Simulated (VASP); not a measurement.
# Te (I4_1/amd) in VASP: a series of runs

The runs below take Te through single point, with PBE.

Program: VASP 6.6.1. These are calculated values, not measurements. Logs are shortened: lines on timing, memory, paths and dates and some standing lists are left out, and cuts for length are marked.

## 1. The cell of the first run

Symmetry: I4_1/amd, No. 141, tetragonal system. The conventional cell has a = 5.120 Å, b = 5.120 Å, c = 2.701 Å, α = 90.00°, β = 90.00°, γ = 90.00°. Te (site symmetry -4m2) has 10 Te at 2.65 to 3.26 Å within 3.5 Å.

## 2. Single point, PBE

Contents of INCAR:

```
PREC = Accurate
ENCUT = 520
EDIFF = 1E-7
ISMEAR = -1
SIGMA = 0.08
LREAL = False
LASPH = True
NELM = 80
ALGO = Normal
ISIF = 2
LWAVE = False
LCHARG = False
GGA = PE
NBANDS = 13
```

Contents of KPOINTS:

```
Automatic mesh
0
Gamma
  15 15 15
```

Contents of POSCAR:

```
Te
1.0
   -2.5597820091      2.5597820091      1.3505531705
    2.5597820091     -2.5597820091      1.3505531705
    2.5597820091      2.5597820091     -1.3505531705
Te
2
Direct
   -0.3750000000     -0.1250000000     -0.2500000000
    0.3750000000      0.1250000000      0.2500000000
```

Potentials or basis: VASP PAW PBE potentials, release 64 (Te).

Command:

```sh
> cat potpaw_PBE.64/Te/POTCAR > POTCAR
> mpirun -np 1 vasp_std > vasp.out
```

OUTCAR:

```text
PREC = Accurate
   ENCUT = 520
   EDIFF = 1E-7
   ISMEAR = -1
   LREAL = False
   LASPH = True
   NELM = 80
   ISIF = 2
   GGA = PE

 ion  position               nearest neighbor table
   1  0.625  0.875  0.750-   2 2.65   2 2.65   2 2.65   2 2.65   2 3.26   2 3.26   2 3.26   2 3.26

   2  0.375  0.125  0.250-   1 2.65   1 2.65   1 2.65   1 2.65   1 3.26   1 3.26   1 3.26   1 3.26

  LATTYP: Found a body centered tetragonal cell.
 ALAT       =     5.1195640182
 C/A-ratio  =     0.5276047592

  Lattice vectors:

 A1 = (  -2.5597820091,   2.5597820091,   1.3505531705)
 A2 = (   2.5597820091,  -2.5597820091,   1.3505531705)
 A3 = (   2.5597820091,   2.5597820091,  -1.3505531705)

Analysis of symmetry for initial positions (statically):
=====================================================================
 Subroutine PRICEL returns:
 Original cell was already a primitive cell.

 Routine SETGRP: Setting up the symmetry group for a
 body centered tetragonal supercell.

 Subroutine GETGRP returns: Found 16 space group operations
 (whereof  4 operations were pure point group operations)
 out of a pool of 16 trial point group operations.

The static configuration has the point symmetry C_2h.
 The point group associated with its full space group is D_4h.

Analysis of symmetry for dynamics (positions and initial velocities):
=====================================================================
 Subroutine PRICEL returns:
 Original cell was already a primitive cell.

 Routine SETGRP: Setting up the symmetry group for a
 body centered tetragonal supercell.

 Subroutine GETGRP returns: Found 16 space group operations
 (whereof  4 operations were pure point group operations)
 out of a pool of 16 trial point group operations.

The dynamic configuration has the point symmetry C_2h.
 The point group associated with its full space group is D_4h.

 Subroutine INISYM returns: Found 16 space group operations
 (whereof  4 operations are pure point group operations),
 and found     1 'primitive' translations

----------------------------------------------------------------------------------------

                                     Primitive cell

  volume of cell :      35.3979

  direct lattice vectors                    reciprocal lattice vectors
    -2.559782009  2.559782009  1.350553171     0.000000000  0.195329133  0.370218671
     2.559782009 -2.559782009  1.350553171     0.195329133  0.000000000  0.370218671
     2.559782009  2.559782009 -1.350553171     0.195329133  0.195329133  0.000000000

  length of vectors
     3.863801462  3.863801462  3.863801462     0.418587308  0.418587308  0.276237109

  position of ions in fractional coordinates (direct lattice)
     0.625000000  0.875000000  0.750000000
     0.375000000  0.125000000  0.250000000

  ion indices of the primitive-cell ions
   primitive index   ion index
                 1           1
                 2           2

----------------------------------------------------------------------------------------

 KPOINTS: Automatic mesh

Automatic generation of k-mesh.
 Grid dimensions read from file:
 generate k-points for:   15   15   15

 Generating k-lattice:

  Cartesian coordinates                     Fractional coordinates (reciprocal lattice)
     0.000000000  0.013021942  0.024681245     0.066666667  0.000000000  0.000000000
     0.013021942  0.000000000  0.024681245     0.000000000  0.066666667  0.000000000
     0.013021942  0.013021942  0.000000000     0.000000000  0.000000000  0.066666667

  Length of vectors
     0.027905821  0.027905821  0.018415807

  Shift w.r.t. Gamma in fractional coordinates (k-lattice)
     0.000000000  0.000000000  0.000000000

 Subroutine IBZKPT returns following result:
 ===========================================

 Found    288 irreducible k-points:

 Following reciprocal coordinates:
            Coordinates               Weight
  0.000000  0.000000  0.000000      1.000000
  0.066667  0.000000 -0.000000      8.000000
  0.133333  0.000000 -0.000000      8.000000
  0.200000  0.000000 -0.000000      8.000000
  0.266667  0.000000 -0.000000      8.000000
  0.333333  0.000000 -0.000000      8.000000
[... 16 lines left out ...]
  0.133333  0.133333 -0.000000      8.000000
  0.200000  0.133333  0.000000     16.000000
 [... further k-points ...]
   k-points           NKPTS =    288   k-points in BZ     NKDIM =    288   number of bands    NBANDS=     13
   number of dos      NEDOS =    301   number of ions     NIONS =      2
   total plane-waves  NPLWV =  27000
   dimension x,y,z NGX =    30 NGY =   30 NGZ =   30
   dimension x,y,z NGXF=    60 NGYF=   60 NGZF=   60
   ions per type =               2
   NGX,Y,Z   is equivalent  to a cutoff of  12.91, 12.91, 12.91 a.u.
   NGXF,Y,Z  is equivalent  to a cutoff of  25.82, 25.82, 25.82 a.u.
 SYSTEM =  unknown system
   PREC   = accura    normal or accurate (medium, high low for compatibility)
   ISTART =      0    job   : 0-new  1-cont  2-samecut
   ICHARG =      2    charge: 1-file 2-atom 10-const
   ISPIN  =      1    spin polarized calculation?
   LNONCOLLINEAR =      F non collinear calculations
   LSORBIT =      F    spin-orbit coupling
   LASPH  =      T    aspherical Exc in radial PAW
   ENCUT  =  520.0 eV  38.22 Ry    6.18 a.u.   7.18  7.18  7.18*2*pi/ulx,y,z
   NELM   =     80;   NELMIN=  2; NELMDL= -5     # of ELM steps
   EDIFF  = 0.1E-06   stopping-criterion for ELM
   LREAL  =      F    real-space projection
   EDIFFG = 0.1E-05   stopping-criterion for IOM
   NSW    =      0    number of steps for IOM
   IBRION =     -1    ionic relax: 0-MD 1-quasi-New 2-CG
   NFREE  =      0    steps in history (QN), initial steepest desc. (CG)
   ISIF   =      2    stress and relaxation
   ISYM   =      2    0-nonsym 1-usesym 2-fastsym
   POTIM  = 0.5000    time-step for ionic-motion
   TEBEG  =    0.0;   TEEND  =   0.0 temperature during run
   PSTRESS=    0.0 pullay stress
   NELECT =      12.0000    total number of electrons
   NUPDOWN=      -1.0000    fix difference up-down
   EMIN   =  10.00;   EMAX   =-10.00  energy-range for DOS
   EFERMI =   0.00;   METHOD = LEGACY
   ISMEAR =    -1;   SIGMA  =   0.08  broadening in eV -4-tet -1-fermi 0-gaus
   EFERMI_NEDOS =   21; number of points for ismear=-14 and -15
   IALGO  =     38    algorithm
   IMIX   =      4    mixing-type and parameters
     AMIX     =   0.40;   BMIX     =  1.00
     AMIX_MAG =   1.60;   BMIX_MAG =  1.00
  volume/ion in A,a.u.               =      17.70       119.44
  Fermi-wavevector in a.u.,A,eV,Ry     =   1.141500  2.157123 17.728703  1.303023
  Thomas-Fermi vector in A             =   2.278200
   LORBIT       =      0    0 simple, 1 ext, 2 COOP (PROOUT), +10 PAW based schemes
   GGA     = PE    functional components
   LHFCALC =     F    Hartree Fock is set to
   AEXX    =    0.0000 exact exchange contribution
   IVDW    =     0    specifies the selected vdW correction
   LEPSILON=     F    determine dielectric tensor
   LRPA    =     F    only Hartree local field effects (RPA)
 non-spin polarized calculation
  energy-cutoff  :      520.00
  volume of cell :       35.40
 maximum number of plane-waves:       977
 NGX is ok and might be reduce to    30
   NGX = 15   NGY = 15   NGZ = 15

 number of electron      12.0000001 magnetization

 Free energy of the ion-electron system (eV)
  ---------------------------------------------------
  ext. energy  EPLUGINS =         0.00000000
  ---------------------------------------------------
  free energy    TOTEN  =        -0.43484287 eV

  energy without entropy =       -0.41086439  energy(sigma->0) =       -0.42285363

 E-fermi :  16.5533     XC(G=0): -12.2449

 val. band max:       16.5532147492   @ k =  -0.4667  -0.4667   0.4000
 cond. band min:      16.5687001331   @ k =  -0.2667  -0.2667   0.2000
 fundamental gap:      0.0154853839
 Fermi energy:        16.5532911376

 k-point     1 :       0.0000    0.0000    0.0000
  band No.  band energies     occupation
      1      -3.1746      2.00000
      2       6.7472      2.00000
      3       8.5954      2.00000
      4       8.5954      2.00000
      5      15.4476      2.00000
      6      19.3978      0.00000
      7      19.3978      0.00000
      8      21.1138      0.00000
      9      21.5089      0.00000
     10      23.5970      0.00000
     11      24.5224      0.00000
     12      26.5382      0.00000
     13      26.5757      0.00000

 k-point     2 :       0.0667    0.0000   -0.0000
  band No.  band energies     occupation
      1      -3.0521      2.00000
      2       6.5396      2.00000
      3       8.6178      2.00000
      4       9.0383      2.00000
      5      15.6366      1.99998
      6      18.9367      0.00000
      7      19.4492      0.00000
      8      20.2055      0.00000
      9      20.3219      0.00000
     10      23.5284      0.00000
     11      24.5065      0.00000
     12      24.6550      0.00000
     13      25.2899      0.00000

 k-point     3 :       0.1333    0.0000   -0.0000
  band No.  band energies     occupation
      1      -2.6843      2.00000
      2       6.2260      2.00000
      3       8.6943      2.00000
      4      10.0471      2.00000
      5      16.1850      1.98017
      6      17.4456      0.00003
      7      18.0873      0.00000
      8      18.7613      0.00000
      9      19.4680      0.00000
     10      22.8079      0.00000
     11      22.8761      0.00000
     12      24.3095      0.00000
     13      26.5150      0.00000

 k-point     4 :       0.2000    0.0000   -0.0000
  band No.  band energies     occupation
      1      -2.0722      2.00000
      2       6.0504      2.00000
      3       8.8453      2.00000
      4      11.3221      2.00000
      5      14.9920      2.00000
      6      16.0430      1.99661
      7      17.0153      0.00619
      8      17.7126      0.00000
      9      18.9918      0.00000
     10      21.6752      0.00000
     11      22.2312      0.00000
     12      24.8187      0.00000
     13      28.0118      0.00000

 k-point     5 :       0.2667    0.0000   -0.0000
  band No.  band energies     occupation
      1      -1.2182      2.00000
      2       6.0607      2.00000
      3       9.0854      2.00000
      4      11.9493      2.00000
      5      13.2390      2.00000
      6      14.1740      2.00000
      7      16.9291      0.01807
      8      17.3529      0.00009
      9      18.6840      0.00000
     10      20.7904      0.00000
     11      22.6549      0.00000
     12      25.4225      0.00000
     13      29.5379      0.00000
[... 257 lines left out ...]
 k-point    22 :      -0.0667    0.0667    0.0000
  band No.  band energies     occupation
      1      -3.1222      2.00000
      2       6.1947      2.00000
      3       8.6571      2.00000
      4       9.0597      2.00000
      5      15.6741      1.99997
      6      18.8481      0.00000
      7      19.1089      0.00000
      8      21.2758      0.00000
      9      21.4233      0.00000
     10      23.9053      0.00000
     11      24.6350      0.00000
     12      26.0990      0.00000
     13      26.7155      0.00000

 k-point    23 :       0.1333    0.1333   -0.0000
  band No.  band energies     occupation
      1      -1.4260      2.00000
      2       6.5907      2.00000
      3      10.0711      2.00000
      4      11.1380      2.00000
      5      13.3075      2.00000
      6      13.5787      2.00000
      7      17.2565      0.00030
      8      17.6931      0.00000
      9      18.1233      0.00000
     10      20.8399      0.00000
     11      21.4933      0.00000
     12      26.0861      0.00000
     13      27.9505      0.00000

 k-point    24 :       0.2000    0.1333    0.0000
  band No.  band energies     occupation
      1      -0.4385      2.00000
      2       6.7751      2.00000
      3      10.0920      2.00000
      4      11.0741      2.00000
      5      11.8309      2.00000
      6      12.6130      2.00000
      7      16.5400      1.08319
      8      16.8772      0.03430
      9      18.9813      0.00000
     10      20.5897      0.00000
     11      21.8717      0.00000
     12      27.2017      0.00000
     13      28.8085      0.00000

 [... further k-points ...]
[... 5 lines left out ...]
  --------------------------------------------------------------------------------------
  -------------------------------------------------------------------------------------
  Total       22.6318476     22.6318476     22.6687536      0.0000000      0.0000000     -0.0000000
  in kB     1024.3607952   1024.3607952   1026.0312317      0.0000000      0.0000000     -0.0000000
  external PRESSURE =    1024.9176074 kB  Pullay stress =       0.0000000 kB

 VOLUME and BASIS-vectors are now :
 -----------------------------------------------------------------------------
  energy-cutoff  :      520.00
  volume of cell :       35.40
      direct lattice vectors                 reciprocal lattice vectors
    -2.559782009  2.559782009  1.350553171     0.000000000  0.195329133  0.370218671
     2.559782009 -2.559782009  1.350553171     0.195329133  0.000000000  0.370218671
     2.559782009  2.559782009 -1.350553171     0.195329133  0.195329133  0.000000000

 POSITION                                       TOTAL-FORCE (eV/Angst)
 -----------------------------------------------------------------------------------
      2.55978      1.27989      1.01291         0.000000     -0.000000      0.000000
      0.00000      1.27989      0.33764        -0.000000      0.000000     -0.000000
 -----------------------------------------------------------------------------------
    total drift:                                0.000000     -0.000000      0.000000

  FREE ENERGIE OF THE ION-ELECTRON SYSTEM (eV)
  ---------------------------------------------------
  free  energy   TOTEN  =        -0.4348428742 eV

  energy  without entropy=       -0.4108643898  energy(sigma->0) =       -0.42285363
```

Run time: 3.1 min. Hardware: 1 thread of Oxide Virtual Turin-like, shared host; peak memory 0.22 GiB.

Results:

```
Free energy            : -0.4348 eV
Pressure               : 102.5 GPa
Band gap on the k mesh : zero (band 6 reaches 21.90 eV, above the bottom of band 7 at 14.77 eV)
```

Caveat: spin-orbit coupling is left out, which moves the levels of the heavy elements.

## 3. Single point, PBE

This run uses another cell than the first one, of 20.92 Å³/atom, 1.182 times its volume.

Contents of INCAR:

```
PREC     = Accurate       # precision mode
ENCUT    = 520            # plane-wave cutoff, eV
EDIFF    = 1E-7           # SCF threshold, eV
ISMEAR   = -1             # smearing method
SIGMA    = 0.08           # smearing width, eV
LREAL    = False          # projectors in reciprocal space
LASPH    = True           # aspherical terms in the spheres
NELM     = 80             # most SCF steps
ALGO     = Normal         # electronic algorithm
ISIF     = 2              # what is computed and relaxed
LWAVE    = False          # write WAVECAR
LCHARG   = True           # write CHGCAR
GGA      = PE             # functional
LELF     = True           # ELF
LVHAR    = True         
NBANDS   = 13             # bands
```

KPOINTS is that of step 2.

Contents of POSCAR:

```
Te
1.0
   -2.7171415442      2.7171415442      1.4165887656
    2.7171415442     -2.7171415442      1.4165887656
    2.7171415442      2.7171415442     -1.4165887656
Te
2
Direct
   -0.3750000000     -0.1250000000     -0.2500000000
    0.3750000000      0.1250000000      0.2500000000
```

Potentials or basis: VASP PAW PBE potentials, release 64 (Te).

Command:

```sh
> cat potpaw_PBE.64/Te/POTCAR > POTCAR
> mpirun -np 1 vasp_std > vasp.out
```

Run time: 2.7 min. Hardware: 1 thread of Oxide Virtual Turin-like, shared host; peak memory 0.23 GiB.

It converged, with:

```
Free energy            : -3.3981 eV
Pressure               : 51.2 GPa
Band gap on the k mesh : zero (band 6 reaches 17.42 eV, above the bottom of band 7 at 11.81 eV)
```

Levels at points of the mesh, in eV from the Fermi level:
```csv
k point,band 2,band 3,band 4,band 5,band 6,band 7,band 8,band 9,band 10,band 11
"(0.00, 0.00, 0.00)",-10.11,-6.89,-6.89,-0.18,2.17,2.17,3.79,4.05,6.58,7.55
```

Caveat: spin-orbit coupling is left out, which moves the levels of the heavy elements.

[end of part 1 of 2]
